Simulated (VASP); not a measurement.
# H2Se (P6/mmm) in VASP: further runs, part 2 of 2

VASP 6.6.1. Earlier steps stand in the parts before.

### 3 Relaxation of cell and atoms, PBE

This run uses another cell than the first one, of 14.51 Å³/atom.

INCAR

```
SYSTEM = H2Se
ALGO = Normal
EDIFF = 1E-6
EDIFFG = -0.01
ENCUT = 600
GGA = PE
IBRION = 2
ISIF = 3
ISMEAR = 0
LASPH = .TRUE.
LCHARG = .FALSE.
LREAL = .FALSE.
LWAVE = .FALSE.
NELM = 60
NSW = 100
PREC = Accurate
SIGMA = 0.1
```

KPOINTS

```
k-points
0
G
  18 18 8
  0 0 0
```

POSCAR

```
H2Se
1.0
    2.6418368138      0.0000000000      0.0000000000
   -1.3209184069      2.2878977934      0.0000000000
    0.0000000000      0.0000000000      7.2037134241
H Se
2 1
Direct
    0.3333333333      0.6666666667      0.5000000000
    0.6666666667      0.3333333333      0.5000000000
    0.0000000000      0.0000000000      0.0000000000
```

Potentials or basis: VASP PAW PBE potentials, release 64 (H, Se).

On the command line:

```
$ cat potpaw_PBE.64/H/POTCAR potpaw_PBE.64/Se/POTCAR > POTCAR
$ mpirun -np 1 vasp_std > vasp.out
```

OUTCAR:

```text
SYSTEM = H2Se
   EDIFF = 1E-6
   EDIFFG = -0.01
   ENCUT = 600
   GGA = PE
   IBRION = 2
   ISIF = 3
   ISMEAR = 0
   LASPH = .TRUE.
   LREAL = .FALSE.
   NELM = 60
   NSW = 100
   PREC = Accurate

 ion  position               nearest neighbor table
   1  0.333  0.667  0.500-
   2  0.667  0.333  0.500-
   3  0.000  0.000  0.000-

  LATTYP: Found a hexagonal cell.
 ALAT       =     2.6418368138
 C/A-ratio  =     2.7267821337

  Lattice vectors:

 A1 = (   2.6418368138,   0.0000000000,   0.0000000000)
 A2 = (  -1.3209184069,   2.2878977934,   0.0000000000)
 A3 = (   0.0000000000,   0.0000000000,   7.2037134241)

Analysis of symmetry for initial positions (statically):
=====================================================================
 Subroutine PRICEL returns:
 Original cell was already a primitive cell.

 Routine SETGRP: Setting up the symmetry group for a
 hexagonal supercell.

 Subroutine GETGRP returns: Found 24 space group operations
 (whereof 24 operations were pure point group operations)
 out of a pool of 24 trial point group operations.

The static configuration has the point symmetry D_6h.

Analysis of symmetry for dynamics (positions and initial velocities):
=====================================================================
 Subroutine PRICEL returns:
 Original cell was already a primitive cell.

 Routine SETGRP: Setting up the symmetry group for a
 hexagonal supercell.

 Subroutine GETGRP returns: Found 24 space group operations
 (whereof 24 operations were pure point group operations)
 out of a pool of 24 trial point group operations.

The dynamic configuration has the point symmetry D_6h.

 Subroutine INISYM returns: Found 24 space group operations
 (whereof 24 operations are pure point group operations),
 and found     1 'primitive' translations

----------------------------------------------------------------------------------------

                                     Primitive cell

  volume of cell :      43.5411

  direct lattice vectors                    reciprocal lattice vectors
     2.641836814  0.000000000  0.000000000     0.378524516  0.218541231  0.000000000
    -1.320918407  2.287897793  0.000000000     0.000000000  0.437082462  0.000000000
     0.000000000  0.000000000  7.203713424     0.000000000  0.000000000  0.138817293

  length of vectors
     2.641836814  2.641836814  7.203713424     0.437082462  0.437082462  0.138817293

  position of ions in fractional coordinates (direct lattice)
     0.333333333  0.666666667  0.500000000
     0.666666667  0.333333333  0.500000000
     0.000000000  0.000000000  0.000000000

  ion indices of the primitive-cell ions
   primitive index   ion index
                 1           1
                 2           2
                 3           3

----------------------------------------------------------------------------------------

 KPOINTS: k-points

[... 24 lines left out ...]
  0.000000  0.000000  0.000000      1.000000
  0.055556  0.000000  0.000000      6.000000
  0.111111  0.000000  0.000000      6.000000
  0.166667  0.000000  0.000000      6.000000
  0.222222  0.000000  0.000000      6.000000
  0.277778  0.000000  0.000000      6.000000
[... 16 lines left out ...]
  0.333333  0.111111  0.000000     12.000000
  0.388889  0.111111  0.000000     12.000000
 [... further k-points ...]
   k-points           NKPTS =    185   k-points in BZ     NKDIM =    185   number of bands    NBANDS=      8
   number of dos      NEDOS =    301   number of ions     NIONS =      3
   total plane-waves  NPLWV =  34560
   dimension x,y,z NGX =    24 NGY =   24 NGZ =   60
   dimension x,y,z NGXF=    48 NGYF=   48 NGZF=  120
   ions per type =               2   1
   NGX,Y,Z   is equivalent  to a cutoff of  15.10, 15.10, 13.85 a.u.
   NGXF,Y,Z  is equivalent  to a cutoff of  30.21, 30.21, 27.69 a.u.
 SYSTEM =  H2Se
   PREC   = accura    normal or accurate (medium, high low for compatibility)
   ISTART =      0    job   : 0-new  1-cont  2-samecut
   ICHARG =      2    charge: 1-file 2-atom 10-const
   ISPIN  =      1    spin polarized calculation?
   LNONCOLLINEAR =      F non collinear calculations
   LSORBIT =      F    spin-orbit coupling
   LASPH  =      T    aspherical Exc in radial PAW
   ENCUT  =  600.0 eV  44.10 Ry    6.64 a.u.   5.28  5.28 14.39*2*pi/ulx,y,z
   NELM   =     60;   NELMIN=  2; NELMDL= -5     # of ELM steps
   EDIFF  = 0.1E-05   stopping-criterion for ELM
   LREAL  =      F    real-space projection
   EDIFFG = -.1E-01   stopping-criterion for IOM
   NSW    =    100    number of steps for IOM
   IBRION =      2    ionic relax: 0-MD 1-quasi-New 2-CG
   NFREE  =      1    steps in history (QN), initial steepest desc. (CG)
   ISIF   =      3    stress and relaxation
   ISYM   =      2    0-nonsym 1-usesym 2-fastsym
   POTIM  = 0.5000    time-step for ionic-motion
   TEBEG  =    0.0;   TEEND  =   0.0 temperature during run
   PSTRESS=    0.0 pullay stress
   NELECT =       8.0000    total number of electrons
   NUPDOWN=      -1.0000    fix difference up-down
   EMIN   =  10.00;   EMAX   =-10.00  energy-range for DOS
   EFERMI =   0.00;   METHOD = LEGACY
   ISMEAR =     0;   SIGMA  =   0.10  broadening in eV -4-tet -1-fermi 0-gaus
   EFERMI_NEDOS =   21; number of points for ismear=-14 and -15
   IALGO  =     38    algorithm
   IMIX   =      4    mixing-type and parameters
     AMIX     =   0.40;   BMIX     =  1.00
     AMIX_MAG =   1.60;   BMIX_MAG =  1.00
  volume/ion in A,a.u.               =      14.51        97.94
  Fermi-wavevector in a.u.,A,eV,Ry     =   0.930690  1.758749 11.785153  0.866184
  Thomas-Fermi vector in A             =   2.057105
   LORBIT       =      0    0 simple, 1 ext, 2 COOP (PROOUT), +10 PAW based schemes
   GGA     = PE    functional components
   LHFCALC =     F    Hartree Fock is set to
   AEXX    =    0.0000 exact exchange contribution
   IVDW    =     0    specifies the selected vdW correction
   LEPSILON=     F    determine dielectric tensor
   LRPA    =     F    only Hartree local field effects (RPA)
 conjugate gradient relaxation of ions
 non-spin polarized calculation
 Gauss-broadening in eV      SIGMA  =   0.10
  energy-cutoff  :      600.00
  volume of cell :       43.54
 maximum number of plane-waves:      1480
 NGX is ok and might be reduce to    24
   NGX = 11   NGY = 11   NGZ = 29

 number of electron       8.0000000 magnetization

 Free energy of the ion-electron system (eV)
  ---------------------------------------------------
  ext. energy  EPLUGINS =         0.00000000
  ---------------------------------------------------
  free energy    TOTEN  =        -7.52296267 eV

  energy without entropy =       -7.51560218  energy(sigma->0) =       -7.51928243

 E-fermi :   0.5413     XC(G=0):  -8.0249

 val. band max:        0.5370870425   @ k =   0.3333   0.2222   0.1250
 cond. band min:       0.5462058397   @ k =   0.2778   0.2778   0.0000
 fundamental gap:      0.0091187972
 Fermi energy:         0.5412712195

 k-point     1 :       0.0000    0.0000    0.0000
  band No.  band energies     occupation
      1     -16.2994      2.00000
      2      -6.5531      2.00000
      3      -4.2358      2.00000
      4       6.1727      0.00000
      5       6.2189      0.00000
      6       6.9488      0.00000
      7       6.9488      0.00000
      8      11.9807      0.00000
[... 243 lines left out ...]
 k-point    24 :       0.3889    0.1111    0.0000
  band No.  band energies     occupation
      1     -11.3192      2.00000
      2      -6.2548      2.00000
      3      -1.8002      2.00000
      4       0.0898      2.00000
      5       0.9176      0.00000
      6       2.3669      0.00000
      7       6.9611      0.00000
      8      11.0383      0.00000

 [... further k-points ...]

------------------------ aborting loop because EDIFF is reached ----------------------------------------

  FORCE on cell =-STRESS in cart. coord.  units (eV):
  Direction    XX          YY          ZZ          XY          YZ          ZX
  --------------------------------------------------------------------------------------
  -------------------------------------------------------------------------------------
  Total        0.0035059      0.0035059      0.0013236     -0.0000000      0.0000000      0.0000000
  in kB        0.1290047      0.1290047      0.0487039     -0.0000000      0.0000000      0.0000000
  external PRESSURE =       0.1022378 kB  Pullay stress =       0.0000000 kB

 VOLUME and BASIS-vectors are now :
 -----------------------------------------------------------------------------
  energy-cutoff  :      600.00
  volume of cell :       43.54
      direct lattice vectors                 reciprocal lattice vectors
     2.641836814  0.000000000  0.000000000     0.378524516  0.218541231  0.000000000
    -1.320918407  2.287897793  0.000000000     0.000000000  0.437082462  0.000000000
     0.000000000  0.000000000  7.203713424     0.000000000  0.000000000  0.138817293

 POSITION                                       TOTAL-FORCE (eV/Angst)
 -----------------------------------------------------------------------------------
     -0.00000      1.52527      3.60186         0.000000      0.000000      0.000000
      1.32092      0.76263      3.60186        -0.000000     -0.000000     -0.000000
      0.00000      0.00000      0.00000        -0.000000      0.000000      0.000000
 -----------------------------------------------------------------------------------
    total drift:                                0.000000      0.000000     -0.000000

  FREE ENERGIE OF THE ION-ELECTRON SYSTEM (eV)
  ---------------------------------------------------
  free  energy   TOTEN  =        -7.5229626693 eV

  energy  without entropy=       -7.5156021829  energy(sigma->0) =       -7.51928243

 reached required accuracy - stopping structural energy minimisation
```

Wall time 44 s (1 thread of AMD EPYC 9R45 (Zen 5), shared host); peak memory 0.21 GiB.

What came out:

```
Free energy             : -7.5230 eV
Pressure after relaxing : 0.0 GPa
Band gap on the k mesh  : zero (bands 4 and 5 overlap by 6.93 eV)
```

Final structure:
```xyz
3
Lattice="2.6418 0.0000 0.0000 -1.3209 2.2879 0.0000 0.0000 0.0000 7.2037" Properties=species:S:1:pos:R:3 pbc="T T T"
H     0.0000    1.5253    3.6019
H     1.3209    0.7626    3.6019
Se    0.0000    0.0000    0.0000
```

Caveat: the relaxation stopped at its first step, so nothing moved; this functional lacks dispersion, which binds the layers, so the pressure and a relaxed spacing across them are unreliable.
